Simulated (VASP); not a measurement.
Here is a VASP 6.6.1 calculation.

The input INCAR:

```
SYSTEM = LiBe2
ALGO = Normal
EDIFF = 1E-7
EDIFFG = -0.025
ENCUT = 600
GGA = PE
IBRION = 2
ISIF = 3
ISMEAR = 0
LASPH = .True.
LCHARG = .False.
LREAL = .False.
LWAVE = .False.
NELM = 60
NSW = 80
PREC = Accurate
SIGMA = 0.2
```

The input KPOINTS:

```
k-points
0
Gamma
  10 6 4
  0 0 0
```

The input POSCAR:

```
LiBe2
1.0
   -0.0205865555      0.0046366922      2.1754451147
    3.8549762065     -0.0332150468     -0.0359919046
   -0.0575301487      6.6608557180      0.0140407413
Li Be
2 4
Direct
    0.9756819868      0.4813260633      0.4984992923
    0.0004799153      0.0175673390      0.0114007831
    0.7317340379      0.5086260931      0.1724589189
    0.7378044543      0.0015834904      0.6561634259
    0.2903943146      0.0054234708      0.3281151925
    0.2639052911      0.4854735434      0.8333623873
```

Potentials or basis: VASP PAW PBE potentials, release 64 (Li_sv, Be).

Launch:

```console
$ cat potpaw_PBE.64/Li_sv/POTCAR potpaw_PBE.64/Be/POTCAR > POTCAR
$ mpirun -np 1 vasp_std > vasp.out
```

Question: Predict the band gap on the k mesh.

Answer: Zero (bands 7 and 8 overlap by 6.37 eV).

Question: What does it give for the relaxed cell?

Answer: a = 2.206 Å, b = 3.843 Å, c = 6.639 Å, α = 90.05°, β = 90.06°, γ = 90.02°.

Question: What does it give for the relaxed volume?

Answer: 9.38 Å³/atom.

Final structure:
```
Li Be
1.0
    -0.00038   -0.00115    2.20620
     3.84328   -0.00161   -0.00100
    -0.00299    6.63944   -0.00356
Li Be
2 4
Direct
  0.98558 0.49797 0.49976
  0.00128 0.00207 0.00042
  0.71179 0.50157 0.16633
  0.71164 0.99886 0.66722
  0.29459 0.99776 0.33323
  0.29512 0.50178 0.83305
```

Caveat: the cutoff is under 1.25 times the usual one of these potentials, so pressure, stress and relaxed cells hold a basis-set (Pulay) error.
